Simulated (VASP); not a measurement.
# MnPt2 (P-3m1) in VASP: a series of runs, part 2 of 2

VASP 6.6.1. The steps go on from the part before.

## Step 4: Single point, r2SCAN, collinear spin, ferromagnetic start

This run uses another cell than the first one, of 15.41 Å³/atom, 1.020 times its volume.

The input, POSCAR:

```
MnPt2
1.0
    2.8584044518      0.0000000000      0.0000000000
   -1.4292022259      2.4754508696      0.0000000000
    0.0000000000      0.0000000000      6.5325040000
Pt Mn
2 1
Direct
    0.6666666667      0.3333333333      0.3162060000
    0.3333333333      0.6666666667      0.6837940000
    0.0000000000      0.0000000000      0.0000000000
```

The input, INCAR.step1:

```
PREC = Accurate ; ENCUT = 550
ISMEAR = -1 ; SIGMA = 0.1
LREAL = F ; LASPH = T
NELM = 200 ; ISPIN = 2
MAGMOM = 0 0 4 ; LMAXMIX = 4
NBANDS = 28 ; GGA = PE
ALGO = Normal ; EDIFF = 1E-5
LWAVE = T ; LCHARG = F
GGA_COMPAT = F
```

The input, INCAR.step2:

```
PREC = Accurate ; ENCUT = 550
EDIFF = 1E-6 ; ISMEAR = -1
SIGMA = 0.1 ; LREAL = F
LASPH = T ; NELM = 200
ALGO = Normal ; ISIF = 2
LWAVE = F ; LCHARG = F
ISPIN = 2 ; MAGMOM = 0 0 4
LORBIT = 11 ; LMAXMIX = 4
METAGGA = R2SCAN ; LMIXTAU = T
NBANDS = 28 ; ISTART = 1
GGA_COMPAT = F
```

The input, KPOINTS:

```
regular mesh
0
Gamma
  10 10 4
```

Potentials or basis: VASP PAW PBE potentials, release 64 (Pt, Mn_pv).

The run is started by

```console
cat potpaw_PBE.64/Pt/POTCAR potpaw_PBE.64/Mn_pv/POTCAR > POTCAR
cp INCAR.step1 INCAR
mpirun -np 1 vasp_std > vasp.out
cp INCAR.step2 INCAR
mpirun -np 1 vasp_std > vasp.out
```

OUTCAR:

```text
PREC = Accurate
   ENCUT = 550
   EDIFF = 1E-6
   ISMEAR = -1
   LREAL = F
   LASPH = T
   NELM = 200
   ISIF = 2
   ISPIN = 2
   LORBIT = 11
   METAGGA = R2SCAN
   ISTART = 1

 ion  position               nearest neighbor table
   1  0.667  0.333  0.316-   3 2.64   3 2.64   3 2.64   2 2.91   2 2.91   2 2.91
   2  0.333  0.667  0.684-   3 2.64   3 2.64   3 2.64   1 2.91   1 2.91   1 2.91
   3  0.000  0.000  0.000-   1 2.64   2 2.64   1 2.64   2 2.64   1 2.64   2 2.64

  LATTYP: Found a hexagonal cell.
 ALAT       =     2.8584044518
 C/A-ratio  =     2.2853672775

  Lattice vectors:

 A1 = (   2.8584044518,   0.0000000000,   0.0000000000)
 A2 = (  -1.4292022259,   2.4754508696,   0.0000000000)
 A3 = (   0.0000000000,   0.0000000000,   6.5325040000)

Analysis of symmetry for initial positions (statically):
=====================================================================
 Subroutine PRICEL returns:
 Original cell was already a primitive cell.

 Routine SETGRP: Setting up the symmetry group for a
 hexagonal supercell.

 Subroutine GETGRP returns: Found 12 space group operations
 (whereof 12 operations were pure point group operations)
 out of a pool of 24 trial point group operations.

The static configuration has the point symmetry D_3d.

Analysis of symmetry for dynamics (positions and initial velocities):
=====================================================================
 Subroutine PRICEL returns:
 Original cell was already a primitive cell.

 Routine SETGRP: Setting up the symmetry group for a
 hexagonal supercell.

 Subroutine GETGRP returns: Found 12 space group operations
 (whereof 12 operations were pure point group operations)
 out of a pool of 24 trial point group operations.

The dynamic configuration has the point symmetry D_3d.

Analysis of structural, dynamic, and magnetic symmetry:
=====================================================================
 Subroutine PRICEL returns:
 Original cell was already a primitive cell.

 Routine SETGRP: Setting up the symmetry group for a
 hexagonal supercell.

 Subroutine GETGRP returns: Found 12 space group operations
 (whereof 12 operations were pure point group operations)
 out of a pool of 24 trial point group operations.

The overall configuration has the point symmetry D_3d.

 Subroutine INISYM returns: Found 12 space group operations
 (whereof 12 operations are pure point group operations),
 and found     1 'primitive' translations

----------------------------------------------------------------------------------------

                                     Primitive cell

  volume of cell :      46.2230

  direct lattice vectors                    reciprocal lattice vectors
     2.858404452  0.000000000  0.000000000     0.349845523  0.201983407  0.000000000
    -1.429202226  2.475450870  0.000000000     0.000000000  0.403966814  0.000000000
     0.000000000  0.000000000  6.532504000     0.000000000  0.000000000  0.153080656

  length of vectors
     2.858404452  2.858404452  6.532504000     0.403966814  0.403966814  0.153080656

  position of ions in fractional coordinates (direct lattice)
     0.666666667  0.333333333  0.316206000
     0.333333333  0.666666667  0.683794000
     0.000000000  0.000000000  0.000000000

[... 66 lines left out ...]
   NGXF,Y,Z  is equivalent  to a cutoff of  27.92, 27.92, 25.45 a.u.
 SYSTEM =  unknown system
   PREC   = accura    normal or accurate (medium, high low for compatibility)
   ISTART =      1    job   : 0-new  1-cont  2-samecut
   ICHARG =      0    charge: 1-file 2-atom 10-const
   ISPIN  =      2    spin polarized calculation?
   LNONCOLLINEAR =      F non collinear calculations
   LSORBIT =      F    spin-orbit coupling
   LASPH  =      T    aspherical Exc in radial PAW
   ENCUT  =  550.0 eV  40.42 Ry    6.36 a.u.   5.47  5.47 12.49*2*pi/ulx,y,z
   NELM   =    200;   NELMIN=  2; NELMDL=  0     # of ELM steps
   EDIFF  = 0.1E-05   stopping-criterion for ELM
   LREAL  =      F    real-space projection
   EDIFFG = 0.1E-04   stopping-criterion for IOM
   NSW    =      0    number of steps for IOM
   IBRION =     -1    ionic relax: 0-MD 1-quasi-New 2-CG
   NFREE  =      0    steps in history (QN), initial steepest desc. (CG)
   ISIF   =      2    stress and relaxation
   ISYM   =      2    0-nonsym 1-usesym 2-fastsym
   POTIM  = 0.5000    time-step for ionic-motion
   TEBEG  =    0.0;   TEEND  =   0.0 temperature during run
   PSTRESS=    0.0 pullay stress
   NELECT =      33.0000    total number of electrons
   NUPDOWN=      -1.0000    fix difference up-down
   EMIN   =  10.00;   EMAX   =-10.00  energy-range for DOS
   EFERMI =   0.00;   METHOD = LEGACY
   ISMEAR =    -1;   SIGMA  =   0.10  broadening in eV -4-tet -1-fermi 0-gaus
   EFERMI_NEDOS =   21; number of points for ismear=-14 and -15
   IALGO  =     38    algorithm
   IMIX   =      4    mixing-type and parameters
     AMIX     =   0.40;   BMIX     =  1.00
     AMIX_MAG =   1.60;   BMIX_MAG =  1.00
  volume/ion in A,a.u.               =      15.41       103.98
  Fermi-wavevector in a.u.,A,eV,Ry     =   1.463166  2.764983 29.128095  2.140855
  Thomas-Fermi vector in A             =   2.579293
   LORBIT       =     11    0 simple, 1 ext, 2 COOP (PROOUT), +10 PAW based schemes
   METAGGA = R2SCAN    functional components
   LHFCALC =     F    Hartree Fock is set to
   AEXX    =    0.0000 exact exchange contribution
   IVDW    =     0    specifies the selected vdW correction
   LEPSILON=     F    determine dielectric tensor
   LRPA    =     F    only Hartree local field effects (RPA)
 spin polarized calculation
  energy-cutoff  :      550.00
  volume of cell :       46.22
 maximum number of plane-waves:      1393
 NGX is ok and might be reduce to    24
   NGX = 11   NGY = 11   NGZ = 25

 number of electron      32.9999989 magnetization       4.8941766

 Free energy of the ion-electron system (eV)
  ---------------------------------------------------
  ext. energy  EPLUGINS =         0.00000000
  ---------------------------------------------------
  free energy    TOTEN  =      -119.06998714 eV

  energy without entropy =     -119.01253255  energy(sigma->0) =     -119.04125984

 E-fermi :   9.4175     XC(G=0): -13.8912

 val. band max:        9.4056959254   @ k =   0.2000   0.2000   0.2500
 cond. band min:       9.4220777479   @ k =   0.5000   0.0000   0.0000
 fundamental gap:      0.0163818225
 Fermi energy:         9.4175094530

 spin component 1

 k-point     1 :       0.0000    0.0000    0.0000
  band No.  band energies     occupation
      1     -42.9564      1.00000
      2     -42.9564      1.00000
      3     -42.9242      1.00000
      4      -0.1758      1.00000
      5       2.1951      1.00000
      6       3.1768      1.00000
[... 733 lines left out ...]
     27      22.9834      0.00000
     28      24.4434      0.00000

 [... further k-points ...]

 spin component 2

 k-point     1 :       0.0000    0.0000    0.0000
  band No.  band energies     occupation
      1     -37.3050      1.00000
      2     -37.2678      1.00000
      3     -37.2678      1.00000
      4      -0.0393      1.00000
      5       2.3332      1.00000
      6       4.1862      1.00000
[... 733 lines left out ...]
     27      23.8920      0.00000
     28      25.1121      0.00000

 [... further k-points ...]
[... 5 lines left out ...]
  --------------------------------------------------------------------------------------
  -------------------------------------------------------------------------------------
  Total       -0.5264317     -0.5264317     -0.3413096      0.0000000      0.0000000      0.0000000
  in kB      -18.2471464    -18.2471464    -11.8304531      0.0000000      0.0000000      0.0000000
  external PRESSURE =     -16.1082487 kB  Pullay stress =       0.0000000 kB

 VOLUME and BASIS-vectors are now :
 -----------------------------------------------------------------------------
  energy-cutoff  :      550.00
  volume of cell :       46.22
      direct lattice vectors                 reciprocal lattice vectors
     2.858404452  0.000000000  0.000000000     0.349845523  0.201983407  0.000000000
    -1.429202226  2.475450870  0.000000000     0.000000000  0.403966814  0.000000000
     0.000000000  0.000000000  6.532504000     0.000000000  0.000000000  0.153080656

 POSITION                                       TOTAL-FORCE (eV/Angst)
 -----------------------------------------------------------------------------------
      1.42920      0.82515      2.06562        -0.000000      0.000000      0.049999
     -0.00000      1.65030      4.46689         0.000000     -0.000000     -0.049999
      0.00000      0.00000      0.00000        -0.000000      0.000000      0.000000
 -----------------------------------------------------------------------------------
    total drift:                                0.000000     -0.000000     -0.000000

  FREE ENERGIE OF THE ION-ELECTRON SYSTEM (eV)
  ---------------------------------------------------
  free  energy   TOTEN  =      -119.0699871391 eV

  energy  without entropy=     -119.0125325476  energy(sigma->0) =     -119.04125984

 total charge

# of ion       s       p       d       tot
------------------------------------------
    1        0.654   0.528   8.071   9.253
    2        0.654   0.528   8.071   9.253
    3        0.343   6.267   4.933  11.542
--------------------------------------------------
tot          1.650   7.323  21.075  30.048

 magnetization (x)

# of ion       s       p       d       tot
------------------------------------------
    1       -0.021  -0.016   0.385   0.348
    2       -0.021  -0.016   0.385   0.348
    3        0.022   0.025   3.994   4.042
--------------------------------------------------
tot         -0.021  -0.006   4.764   4.737
```

It took 3.2 min on 1 thread of Intel Xeon 6975P-C (Granite Rapids), shared host; peak memory 0.28 GiB.

Results:

| Item | Value |
| --- | --- |
| Free energy | -119.0700 eV |
| Pressure | -1.6 GPa |
| Largest force | 0.050 eV/Å |
| Net moment | 4.89 μB per cell |
| Site moments | Pt +0.35; Mn +4.04 μB |
| Valence electrons inside the program's atomic spheres | Pt 9.25; Mn 11.54 |

Forces in eV/Å, atoms in the order of the input:
```
Pt   0.000  0.000  0.050
Pt   0.000  0.000 -0.050
Mn   0.000  0.000  0.000
```

Caveat: the PAW data sets were made with another functional, which shifts forces and pressure a little; spin-orbit coupling is left out, which moves the levels of the heavy elements.

## Step 5: The runs side by side

```tsv
level	potentials or basis	cell	k mesh	cutoff (eV)	smearing	gap on the mesh (eV)	pressure (GPa)	moment (μB)	largest force (eV/Å)
LDA	VASP PAW LDA potentials, release 64 (Pt, Mn_pv)	a = 2.839, b = 2.839, c = 6.489 Å, angles 90.0, 90.0, 120.0°, 3 atoms	11 × 11 × 4	520	fermi-dirac 0.05 eV	none	-13.3	4.04	0.07
LDA	VASP PAW LDA potentials, release 64 (Pt, Mn_pv)	a = 2.858, b = 2.858, c = 6.533 Å, angles 90.0, 90.0, 120.0°, 3 atoms	11 × 11 × 4	520	fermi-dirac 0.05 eV	none	-16.1	4.16	0.10
r2SCAN	VASP PAW PBE potentials, release 64 (Pt, Mn_pv)	a = 2.858, b = 2.858, c = 6.533 Å, angles 90.0, 90.0, 120.0°, 3 atoms	10 × 10 × 4	550	fermi-dirac 0.1 eV	none	-1.6	4.89	0.05
```

Alike in all rows: task single point; spin collinear, ferromagnetic start.

Caveats: spin-orbit coupling is left out, which moves the levels of the heavy elements; the PAW data sets were made with another functional, which shifts forces and pressure a little (some runs).

Absolute energies hang on the potentials; compare differences alone.
